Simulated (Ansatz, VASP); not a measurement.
## Two plane-wave programs on Al3BN2

```
Al B N
1.0
    -2.30084    2.30084    3.38239
     2.30084   -2.30084    3.38239
     2.30084    2.30084   -3.38239
Al B N
3 1 2
Direct
  0.76681 0.26681 0.50000
  0.26681 0.76681 0.50000
  0.65922 0.65922 0.00000
  0.33771 0.33771 0.00000
  0.03849 0.53849 0.50000
  0.53849 0.03849 0.50000
```

Alike in both runs: task relaxation of cell and atoms; functional PBE; k mesh 4 × 4 × 4; occupations gaussian, width 0.15 eV; no spin polarisation.

|  | VASP | Ansatz |
| --- | --- | --- |
| version | VASP 6.6.1 | Ansatz 0.2.0 |
| potentials or method | VASP PAW PBE potentials, release 64 (Al, B, N), cutoff 600 eV | scalar-relativistic, plane waves, PAW |
| valence electrons in the cell | 22 | 22 |

Ansatz gave:

| Item | Value |
| --- | --- |
| gap on the k mesh at the Fermi level, each at its own relaxed structure (eV) | none |
| relaxed volume (Å³/atom) | 11.27 |
| relaxed cell length with the largest relative difference (Å) | 4.898 |

Task: Which values does VASP return?

Result: gap on the k mesh at the Fermi level, each at its own relaxed structure (eV): none; relaxed volume (Å³/atom): 11.23; relaxed cell length with the largest relative difference (Å): 4.891.

A gap of «none» marks a metal or a gap that the smearing closes.

The k mesh is coarse, so the values compare programs but aren't converged.
